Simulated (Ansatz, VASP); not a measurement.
## One calculation of Ti, two programs

The input INCAR:

```
SYSTEM = Ti
PREC = Accurate ; ENCUT = 520
EDIFF = 1E-6 ; ISMEAR = 0
SIGMA = 0.15 ; LREAL = .False.
LASPH = .True. ; NELM = 80
ALGO = Fast ; ISIF = 2
LWAVE = .False. ; LCHARG = .False.
GGA = PE ; NBANDS = 12
```

Contents of KPOINTS:

```
Automatic mesh
0
Gamma
  20 20 20
  0 0 0
```

Contents of POSCAR:

```
Ti
1.0
    0.0000000000      2.0962897449      2.0962897449
    2.0962897449      0.0000000000      2.0962897449
    2.0962897449      2.0962897449      0.0000000000
Ti
1
Direct
    0.0000000000      0.0000000000      0.0000000000
```

Input for Ansatz:

```yaml
crystal:
  lattice:
    - [0.0, 2.0962897449, 2.0962897449]
    - [2.0962897449, 0.0, 2.0962897449]
    - [2.0962897449, 2.0962897449, 0.0]
  atoms:
    - { symbol: Ti, position: [0.0, 0.0, 0.0] }
basis:
  ecutwfc: 520.0
kpoints:
  mp_grid: { grid: [20, 20, 20] }
hamiltonian:
  xc: pbe
  pseudopotentials: { kind: paw }
scf:
  occupations: { method: gaussian, width: 0.15 }
  lower_state_search: "off"
output:
  forces: true
  stress: true
  eigenvalues: true
```

Alike in both runs: task single point; functional PBE; k mesh 20 × 20 × 20; occupations gaussian, width 0.15 eV; no spin polarisation.

```csv
,VASP,Ansatz
version,VASP 6.6.1,Ansatz 0.2.0
potentials or method,"VASP PAW PBE potentials, release 64 (Ti_sv), cutoff 520 eV","scalar-relativistic, plane waves, PAW"
valence electrons in the cell,12,12
```

|  | VASP | Ansatz | Ansatz less VASP |
| --- | --- | --- | --- |
| gap on the k mesh at the Fermi level (eV) | none | none | - |
| pressure (GPa) | -5.9 | -5.6 | +0.26 |

A gap of «none» marks a metal or a gap that the smearing closes. With one functional, cell and mesh, what is left measures potentials, basis and numerics.
